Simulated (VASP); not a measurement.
# AlB2P3 (P6_3mc) in VASP: further runs

Runs on AlB2P3. Level: PBE. Tasks: single point, relaxation of cell and atoms.

Program: VASP 6.6.1. These are calculated values, not measurements. Logs are shortened: lines on timing, memory, paths and dates and some standing lists are left out, and cuts for length are marked.

## (1) The cell of the first run

It takes space group P6_3mc (No. 186, hexagonal). The conventional cell has a = 3.402 Å, b = 3.402 Å, c = 17.445 Å, α = 90.00°, β = 90.00°, γ = 120.00°. Al (site symmetry 3m) has 4 P at 2.24 to 2.39 Å within 3.0 Å. Within 2.7 Å of B (site symmetry 3m) lie 4 P at 2.00 to 2.06 Å. Within 2.6 Å of B (site symmetry 3m) lie 4 P at 1.98 to 2.06 Å. P (site symmetry 3m) has 4 B at 2.00 to 2.06 Å within 2.7 Å. Within 2.7 Å of P (site symmetry 3m) lie 3 B at 2.06 Å and 1 Al at 2.39 Å. P (site symmetry 3m) has 1 B at 1.98 Å and 3 Al at 2.24 Å within 2.6 Å.

## (2) Single point, PBE

File INCAR:

```
SYSTEM = AlB2P3
  PREC = Accurate
  ENCUT = 520
  EDIFF = 1E-7
  ISMEAR = 0
  SIGMA = 0.1
  LREAL = .FALSE.
  LASPH = .TRUE.
  NELM = 80
  ALGO = Normal
  ISIF = 2
  LWAVE = .FALSE.
  LCHARG = .FALSE.
  GGA = PE
  NBANDS = 36
```

File KPOINTS:

```
Automatic mesh
0
G
  6 6 1
  0 0 0
```

File POSCAR:

```
AlB2P3
1.0
    3.4015974812     -0.0000000028      0.0000000000
   -1.7007987382      2.9458698336      0.0000000000
    0.0000000000      0.0000000000     17.4450438691
Al B P
2 4 6
Direct
    0.6666666667      0.3333333333      0.5023727272
    0.3333333333      0.6666666667      0.0023727272
    0.6666666667      0.3333333333      0.1757292519
    0.6666666667      0.3333333333      0.8266277519
    0.3333333333      0.6666666667      0.3266277519
    0.3333333333      0.6666666667      0.6757292519
    0.6666666667      0.3333333333      0.2906093989
    0.6666666667      0.3333333333      0.6394475339
    0.6666666667      0.3333333333      0.9402133362
    0.3333333333      0.6666666667      0.1394475339
    0.3333333333      0.6666666667      0.4402133362
    0.3333333333      0.6666666667      0.7906093989
```

Potentials or basis: VASP PAW PBE potentials, release 64 (Al, B, P).

On the command line:

```console
cat potpaw_PBE.64/Al/POTCAR potpaw_PBE.64/B/POTCAR potpaw_PBE.64/P/POTCAR > POTCAR
mpirun -np 1 vasp_std > vasp.out
```

OUTCAR:

```text
SYSTEM = AlB2P3
   PREC = Accurate
   ENCUT = 520
   EDIFF = 1E-7
   ISMEAR = 0
   LREAL = .FALSE.
   LASPH = .TRUE.
   NELM = 80
   ISIF = 2
   GGA = PE

 ion  position               nearest neighbor table
   1  0.667  0.333  0.502-  11 2.24  11 2.24  11 2.24   8 2.39
   2  0.333  0.667  0.002-   9 2.24   9 2.24   9 2.24  10 2.39
   3  0.667  0.333  0.176-   7 2.00  10 2.06  10 2.06  10 2.06
   4  0.667  0.333  0.827-   9 1.98  12 2.06  12 2.06  12 2.06
   5  0.333  0.667  0.327-  11 1.98   7 2.06   7 2.06   7 2.06
   6  0.333  0.667  0.676-  12 2.00   8 2.06   8 2.06   8 2.06
   7  0.667  0.333  0.291-   3 2.00   5 2.06   5 2.06   5 2.06
   8  0.667  0.333  0.639-   6 2.06   6 2.06   6 2.06   1 2.39
   9  0.667  0.333  0.940-   4 1.98   2 2.24   2 2.24   2 2.24
  10  0.333  0.667  0.139-   3 2.06   3 2.06   3 2.06   2 2.39
  11  0.333  0.667  0.440-   5 1.98   1 2.24   1 2.24   1 2.24
  12  0.333  0.667  0.791-   6 2.00   4 2.06   4 2.06   4 2.06

  LATTYP: Found a hexagonal cell.
 ALAT       =     3.4015974812
 C/A-ratio  =     5.1284856499

  Lattice vectors:

 A1 = (   3.4015974812,  -0.0000000028,   0.0000000000)
 A2 = (  -1.7007987382,   2.9458698336,   0.0000000000)
 A3 = (   0.0000000000,   0.0000000000,  17.4450438691)

Analysis of symmetry for initial positions (statically):
=====================================================================
 Subroutine PRICEL returns:
 Original cell was already a primitive cell.

 Routine SETGRP: Setting up the symmetry group for a
 hexagonal supercell.

 Subroutine GETGRP returns: Found 12 space group operations
 (whereof  6 operations were pure point group operations)
 out of a pool of 24 trial point group operations.

The static configuration has the point symmetry C_3v.
 The point group associated with its full space group is C_6v.

Analysis of symmetry for dynamics (positions and initial velocities):
=====================================================================
 Subroutine PRICEL returns:
 Original cell was already a primitive cell.

 Routine SETGRP: Setting up the symmetry group for a
 hexagonal supercell.

 Subroutine GETGRP returns: Found 12 space group operations
 (whereof  6 operations were pure point group operations)
 out of a pool of 24 trial point group operations.

The dynamic configuration has the point symmetry C_3v.
 The point group associated with its full space group is C_6v.

 Subroutine INISYM returns: Found 12 space group operations
 (whereof  6 operations are pure point group operations),
 and found     1 'primitive' translations

----------------------------------------------------------------------------------------

                                     Primitive cell

  volume of cell :     174.8109

  direct lattice vectors                    reciprocal lattice vectors
     3.401597481 -0.000000003  0.000000000     0.293979522  0.169729156  0.000000000
    -1.700798738  2.945869834  0.000000000     0.000000000  0.339458312  0.000000000
     0.000000000  0.000000000 17.445043869     0.000000000  0.000000000  0.057322871

  length of vectors
     3.401597481  3.401597481 17.445043869     0.339458312  0.339458312  0.057322871

  position of ions in fractional coordinates (direct lattice)
     0.666666667  0.333333333  0.502372727
     0.333333333  0.666666667  0.002372727
     0.666666667  0.333333333  0.175729252
     0.666666667  0.333333333  0.826627752
     0.333333333  0.666666667  0.326627752
     0.333333333  0.666666667  0.675729252
     0.666666667  0.333333333  0.290609399
     0.666666667  0.333333333  0.639447534
     0.666666667  0.333333333  0.940213336
     0.333333333  0.666666667  0.139447534
     0.333333333  0.666666667  0.440213336
     0.333333333  0.666666667  0.790609399

  ion indices of the primitive-cell ions
   primitive index   ion index
                 1           1
                 2           2
                 3           3
                 4           4
                 5           5
                 6           6
                 7           7
                 8           8
                 9           9
                10          10
                11          11
                12          12

----------------------------------------------------------------------------------------

 KPOINTS: Automatic mesh

Automatic generation of k-mesh.
 Grid dimensions read from file:
 generate k-points for:    6    6    1

 Generating k-lattice:

  Cartesian coordinates                     Fractional coordinates (reciprocal lattice)
     0.048996587  0.028288193  0.000000000     0.166666667  0.000000000  0.000000000
     0.000000000  0.056576385  0.000000000     0.000000000  0.166666667  0.000000000
     0.000000000  0.000000000  0.057322871     0.000000000  0.000000000  1.000000000

  Length of vectors
     0.056576385  0.056576385  0.057322871

  Shift w.r.t. Gamma in fractional coordinates (k-lattice)
     0.000000000  0.000000000  0.000000000

 Subroutine IBZKPT returns following result:
 ===========================================

 Found      7 irreducible k-points:

 Following reciprocal coordinates:
            Coordinates               Weight
  0.000000  0.000000  0.000000      1.000000
  0.166667 -0.000000  0.000000      6.000000
  0.333333  0.000000  0.000000      6.000000
  0.500000 -0.000000  0.000000      3.000000
  0.166667  0.166667  0.000000      6.000000
  0.333333  0.166667  0.000000     12.000000
  0.333333  0.333333  0.000000      2.000000
   k-points           NKPTS =      7   k-points in BZ     NKDIM =      7   number of bands    NBANDS=     36
   number of dos      NEDOS =    301   number of ions     NIONS =     12
   total plane-waves  NPLWV = 109760
   dimension x,y,z NGX =    28 NGY =   28 NGZ =  140
   dimension x,y,z NGXF=    56 NGYF=   56 NGZF=  280
   ions per type =               2   4   6
   NGX,Y,Z   is equivalent  to a cutoff of  13.68, 13.68, 13.34 a.u.
   NGXF,Y,Z  is equivalent  to a cutoff of  27.37, 27.37, 26.68 a.u.
 SYSTEM =  AlB2P3
   PREC   = accura    normal or accurate (medium, high low for compatibility)
   ISTART =      0    job   : 0-new  1-cont  2-samecut
   ICHARG =      2    charge: 1-file 2-atom 10-const
   ISPIN  =      1    spin polarized calculation?
   LNONCOLLINEAR =      F non collinear calculations
   LSORBIT =      F    spin-orbit coupling
   LASPH  =      T    aspherical Exc in radial PAW
   ENCUT  =  520.0 eV  38.22 Ry    6.18 a.u.   6.32  6.32 32.44*2*pi/ulx,y,z
   NELM   =     80;   NELMIN=  2; NELMDL= -5     # of ELM steps
   EDIFF  = 0.1E-06   stopping-criterion for ELM
   LREAL  =      F    real-space projection
   EDIFFG = 0.1E-05   stopping-criterion for IOM
   NSW    =      0    number of steps for IOM
   IBRION =     -1    ionic relax: 0-MD 1-quasi-New 2-CG
   NFREE  =      0    steps in history (QN), initial steepest desc. (CG)
   ISIF   =      2    stress and relaxation
   ISYM   =      2    0-nonsym 1-usesym 2-fastsym
   POTIM  = 0.5000    time-step for ionic-motion
   TEBEG  =    0.0;   TEEND  =   0.0 temperature during run
   PSTRESS=    0.0 pullay stress
   NELECT =      48.0000    total number of electrons
   NUPDOWN=      -1.0000    fix difference up-down
   EMIN   =  10.00;   EMAX   =-10.00  energy-range for DOS
   EFERMI =   0.00;   METHOD = LEGACY
   ISMEAR =     0;   SIGMA  =   0.10  broadening in eV -4-tet -1-fermi 0-gaus
   EFERMI_NEDOS =   21; number of points for ismear=-14 and -15
   IALGO  =     38    algorithm
   IMIX   =      4    mixing-type and parameters
     AMIX     =   0.40;   BMIX     =  1.00
     AMIX_MAG =   1.60;   BMIX_MAG =  1.00
  volume/ion in A,a.u.               =      14.57        98.31
  Fermi-wavevector in a.u.,A,eV,Ry     =   1.064059  2.010780 15.404811  1.132222
  Thomas-Fermi vector in A             =   2.199565
   LORBIT       =      0    0 simple, 1 ext, 2 COOP (PROOUT), +10 PAW based schemes
   GGA     = PE    functional components
   LHFCALC =     F    Hartree Fock is set to
   AEXX    =    0.0000 exact exchange contribution
   IVDW    =     0    specifies the selected vdW correction
   LEPSILON=     F    determine dielectric tensor
   LRPA    =     F    only Hartree local field effects (RPA)
 non-spin polarized calculation
 Gauss-broadening in eV      SIGMA  =   0.10
  energy-cutoff  :      520.00
  volume of cell :      174.81
 maximum number of plane-waves:      4733
 NGX is ok and might be reduce to    28
   NGX = 13   NGY = 13   NGZ = 65

 number of electron      48.0000002 magnetization

 Free energy of the ion-electron system (eV)
  ---------------------------------------------------
  ext. energy  EPLUGINS =         0.00000000
  ---------------------------------------------------
  free energy    TOTEN  =       -69.16806263 eV

  energy without entropy =      -69.16379586  energy(sigma->0) =      -69.16592925

 E-fermi :   7.4496     XC(G=0): -10.1914

 val. band max:        7.3714871017   @ k =   0.0000   0.0000   0.0000
 cond. band min:       7.5644881546   @ k =   0.5000  -0.0000   0.0000
 fundamental gap:      0.1930010529
 Fermi energy:         7.4495767899

 k-point     1 :       0.0000    0.0000    0.0000
  band No.  band energies     occupation
      1      -7.8864      2.00000
      2      -7.7921      2.00000
      3      -6.8206      2.00000
      4      -6.4027      2.00000
      5      -5.5105      2.00000
      6      -4.9278      2.00000
[... 28 lines left out ...]
     35      10.6828      0.00000
     36      10.6832      0.00000

 k-point     2 :       0.1667   -0.0000    0.0000
  band No.  band energies     occupation
      1      -7.5077      2.00000
      2      -7.4165      2.00000
      3      -6.4451      2.00000
      4      -6.0406      2.00000
      5      -5.1518      2.00000
      6      -4.5925      2.00000
[... 187 lines left out ...]
 k-point     7 :       0.3333    0.3333    0.0000
  band No.  band energies     occupation
      1      -4.5457      2.00000
      2      -4.5457      2.00000
      3      -4.1911      2.00000
      4      -4.1911      2.00000
      5      -3.7862      2.00000
      6      -3.7862      2.00000
[... 28 lines left out ...]
     35      13.0008      0.00000
     36      13.0595      0.00000

------------------------ aborting loop because EDIFF is reached ----------------------------------------

  FORCE on cell =-STRESS in cart. coord.  units (eV):
  Direction    XX          YY          ZZ          XY          YZ          ZX
  --------------------------------------------------------------------------------------
  -------------------------------------------------------------------------------------
  Total       -0.4421122     -0.4421122     -0.3833268      0.0000000      0.0000000     -0.0000000
  in kB       -4.0520476     -4.0520476     -3.5132678      0.0000000      0.0000000     -0.0000000
  external PRESSURE =      -3.8724543 kB  Pullay stress =       0.0000000 kB

 VOLUME and BASIS-vectors are now :
 -----------------------------------------------------------------------------
  energy-cutoff  :      520.00
  volume of cell :      174.81
      direct lattice vectors                 reciprocal lattice vectors
     3.401597481 -0.000000003  0.000000000     0.293979522  0.169729156  0.000000000
    -1.700798738  2.945869834  0.000000000     0.000000000  0.339458312  0.000000000
     0.000000000  0.000000000 17.445043869     0.000000000  0.000000000  0.057322871

 POSITION                                       TOTAL-FORCE (eV/Angst)
 -----------------------------------------------------------------------------------
      1.70080      0.98196      8.76391         0.000000     -0.000000     -0.004703
      0.00000      1.96391      0.04139         0.000000      0.000000     -0.004703
      1.70080      0.98196      3.06560        -0.000000     -0.000000      0.021810
      1.70080      0.98196     14.42056         0.000000     -0.000000      0.040066
      0.00000      1.96391      5.69804        -0.000000     -0.000000      0.040066
      0.00000      1.96391     11.78813         0.000000     -0.000000      0.021810
      1.70080      0.98196      5.06969         0.000000     -0.000000     -0.034304
      1.70080      0.98196     11.15519         0.000000     -0.000000     -0.029940
      1.70080      0.98196     16.40206        -0.000000     -0.000000      0.007071
      0.00000      1.96391      2.43267        -0.000000      0.000000     -0.029940
      0.00000      1.96391      7.67954         0.000000     -0.000000      0.007071
      0.00000      1.96391     13.79222         0.000000     -0.000000     -0.034304
 -----------------------------------------------------------------------------------
    total drift:                               -0.000000      0.000000     -0.000386

  FREE ENERGIE OF THE ION-ELECTRON SYSTEM (eV)
  ---------------------------------------------------
  free  energy   TOTEN  =       -69.1680626340 eV

  energy  without entropy=      -69.1637958635  energy(sigma->0) =      -69.16592925
```

Run time: 69 s. Hardware: 1 thread of AMD EPYC 7R43 (Zen 3), shared host; peak memory 0.28 GiB.

Results:

| Quantity | Value |
| --- | --- |
| Free energy | -69.1681 eV |
| Pressure | -0.4 GPa |
| Largest force | 0.040 eV/Å |
| Band gap on the k mesh | 0.19 eV, indirect (least direct gap 1.07 eV) |

Forces in eV/Å, atoms in the order of the input:
```
Al   0.000  0.000 -0.005
Al   0.000  0.000 -0.005
B    0.000  0.000  0.022
B    0.000  0.000  0.040
B    0.000  0.000  0.040
B    0.000  0.000  0.022
P    0.000  0.000 -0.034
P    0.000  0.000 -0.030
P    0.000  0.000  0.007
P    0.000  0.000 -0.030
P    0.000  0.000  0.007
P    0.000  0.000 -0.034
```

A k mesh can miss the band edges.

## (3) Single point, PBE

This run uses another cell than the first one, of 15.19 Å³/atom, 1.043 times its volume.

File INCAR:

```
  PREC = Accurate
  ENCUT = 520
  EDIFF = 1E-6
  ISMEAR = 0
  SIGMA = 0.1
  LREAL = False
  LASPH = True
  NELM = 80
  ALGO = Normal
  ISIF = 2
  LWAVE = False
  LCHARG = False
  GGA = PE
  NBANDS = 36
```

File KPOINTS:

```
Automatic mesh
0
Gamma
  6 6 1
```

File POSCAR:

```
AlB2P3
1.0
    3.4840715100      0.0000000000      0.0000000000
   -1.7420357500      3.0172944400      0.0000000000
    0.0000000000      0.0000000000     17.3423803600
Al B P
2 4 6
Direct
    0.6666666700      0.3333333300      0.5001357800
    0.3333333300      0.6666666700      0.0001357800
    0.6666666700      0.3333333300      0.1668024500
    0.6666666700      0.3333333300      0.8334691100
    0.3333333300      0.6666666700      0.3334691100
    0.3333333300      0.6666666700      0.6668024500
    0.6666666700      0.3333333300      0.2915308900
    0.6666666700      0.3333333300      0.6248642200
    0.6666666700      0.3333333300      0.9581975500
    0.3333333300      0.6666666700      0.1248642200
    0.3333333300      0.6666666700      0.4581975500
    0.3333333300      0.6666666700      0.7915308900
```

Potentials or basis: VASP PAW PBE potentials, release 64 (Al, B, P).

On the command line:

```console
cat potpaw_PBE.64/Al/POTCAR potpaw_PBE.64/B/POTCAR potpaw_PBE.64/P/POTCAR > POTCAR
mpirun -np 1 vasp_std > vasp.out
```

Run time: 66 s. Hardware: 1 thread of AMD EPYC 7R43 (Zen 3), shared host; peak memory 0.28 GiB.

Results (log left out):

| Item | Value |
| --- | --- |
| Free energy | -66.5918 eV |
| Pressure | 0.7 GPa |
| Largest force | 4.335 eV/Å |
| Band gap on the k mesh | 1.06 eV, indirect (least direct gap 2.12 eV) |

Forces in eV/Å, atoms in the order of the input:
```
Al   0.000  0.000 -0.161
Al   0.000  0.000 -0.161
B    0.000  0.000  0.318
B    0.000  0.000 -0.311
B    0.000  0.000 -0.311
B    0.000  0.000  0.318
P    0.000  0.000  0.080
P    0.000  0.000  4.335
P    0.000  0.000 -4.260
P    0.000  0.000  4.335
P    0.000  0.000 -4.260
P    0.000  0.000  0.080
```

Stress tensor (GPa, compression positive):
```
0.86 0.00 0.00
0.00 0.86 0.00
0.00 0.00 0.31
```

Levels at points of the mesh, in eV from the valence-band top:
```tsv
k point	band 21	band 22	band 23	band 24	band 25	band 26	band 27	band 28
(0.00, 0.00, 0.00)	-0.32	-0.32	0.00	0.00	2.12	2.17	2.57	2.88
(0.50, 0.00, 0.00)	-2.33	-2.27	-1.84	-1.45	1.06	1.48	1.58	1.83
```

Caveat: forces of over 1 eV/Å act on the atoms, so gaps and moduli don't describe the material at rest. A k mesh can miss the band edges.

(Part 1 of 2 ends here.)
